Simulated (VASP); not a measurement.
Write the native input for VASP 6.6.1 that does the following.

```
Task                   : single point
Functional             : revPBE
Dispersion             : D3(BJ)
Potentials or basis    : VASP PAW PBE potentials, release 64 (Cd, S)
Cutoff                 : 520 eV
k mesh                 : 6 × 6 × 6
Occupations            : methfessel-paxton, width 0.1 eV
Spin                   : no spin polarisation
Dipole correction      : no
Further INCAR settings : ALGO = Normal; EDIFF = 1e-06; NBANDS = 16
```

The structure of CdS (Hawleyite) lies in POSCAR:

```
CdS
1.0
    4.1260443694      0.0000000000      0.0000000000
    2.0630221847      3.5732592411      0.0000000000
    2.0630221847      1.1910864137      3.3689011204
Cd S
1 1
Direct
    0.0000000000      0.0000000000      0.0000000000
    0.2500000000      0.2500000000      0.2500000000
```

The input as run:

INCAR

```
ALGO = Normal ; EDIFF = 1E-6
ENCUT = 520 ; GGA = RE
ISIF = 2 ; ISMEAR = 1
IVDW = 12 ; LASPH = True
LCHARG = False ; LREAL = False
LWAVE = False ; NBANDS = 16
NELM = 80 ; PREC = Accurate
SIGMA = 0.1
```

KPOINTS

```
k-points
0
Gamma
  6 6 6
```

Potentials or basis: VASP PAW PBE potentials, release 64 (Cd, S).

The run is started by

```console
$ cat potpaw_PBE.64/Cd/POTCAR potpaw_PBE.64/S/POTCAR > POTCAR
$ mpirun -np 1 vasp_std > vasp.out
```

It gave:

```json
{
  "Pressure": "0.3 GPa",
  "Band gap on the k mesh": "1.28 eV, direct",
  "Dispersion energy per atom": "-0.590 eV"
}
```

Caveat: the PAW data sets were made with another functional, which shifts forces and pressure a little.

Wall time 10 s on 1 thread of Intel(R) Xeon(R) Platinum 8259CL CPU @ 2.50GHz (Skylake/Cascade Lake) (shared host), peak memory 0.18 GiB.
